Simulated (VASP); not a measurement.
Here is a VASP 6.6.1 calculation.

File INCAR:

```
SYSTEM = B6P7
PREC = Accurate
ENCUT = 520
EDIFF = 1E-6
ISMEAR = -1
SIGMA = 0.3447
LREAL = Auto
LASPH = .TRUE.
NELM = 80
ALGO = Normal
ISIF = 2
LWAVE = .FALSE.
LCHARG = .FALSE.
GGA = PE
ISYM = 0
NBANDS = 72
```

Contents of KPOINTS:

```
Automatic mesh
0
Gamma
  1 1 1
  0.25 0.25 0.25
```

The input POSCAR:

```
B6P7
1.0
    7.0133910000      0.4643600000      0.0424130000
    0.4643600000      7.2659330000      0.0942560000
    0.0424130000      0.0942560000      7.1824730000
P B
14 12
Direct
    0.9393831703      0.2377312644      0.2402244107
    0.9135152194      0.6363137127      0.2385340946
   -0.4408989895      0.2415273601      0.6578492458
    0.2599573162      0.1603924445      0.9531007607
    0.8599731348      0.3983710650      0.6659884550
    0.4349161178     -0.0109197591      0.5465284945
    0.0139991840      0.9489988872      0.3079274246
    1.0616626597     -0.1767406859      0.6259156939
    0.0443882912      1.0586465316      0.8333165432
    0.3926619744      0.4757476408     -0.0305126162
    0.0371364713      0.5106443258      0.4888267090
   -0.0315934798      0.6366028861      0.9148259009
    0.4292501692      0.6405000845      0.3424682887
    0.6949670724      0.0054572187      0.3919570580
    0.6110611962     -0.1761473609      0.8868671009
    0.6954543457      0.6154060408      0.3818829508
   -0.2991374182      0.6072211047      0.8095037855
   -0.4165218951      0.0426721748     -0.0839209789
    0.3892474858      0.9559184785      0.0486379544
    0.2054318970      0.7812120770      0.1466329343
   -0.0445092491      0.8804578795      0.0966766367
    0.3793173544      0.2023493286      0.4055394813
    0.4881357196      0.1245110213      0.2280762892
    0.5748346667      0.2447955784      0.0360136523
    0.3532370613      0.4174311217      0.4618408964
    0.3502875459      0.4026758067      0.6947148487
```

Potentials or basis: VASP PAW PBE potentials, release 64 (P, B).

Launch:

```bash
$ cat potpaw_PBE.64/P/POTCAR potpaw_PBE.64/B/POTCAR > POTCAR
$ mpirun -np 1 vasp_std > vasp.out
```

(1) Estimate the pressure.

(2) Estimate the band gap on the k mesh.

(3) Estimate the largest force.

## Answers

(1) 4.1 GPa.

(2) 0.25 eV.

(3) 6.250 eV/Å.

Caveat: the k points lie up to 0.90 Å⁻¹ apart.
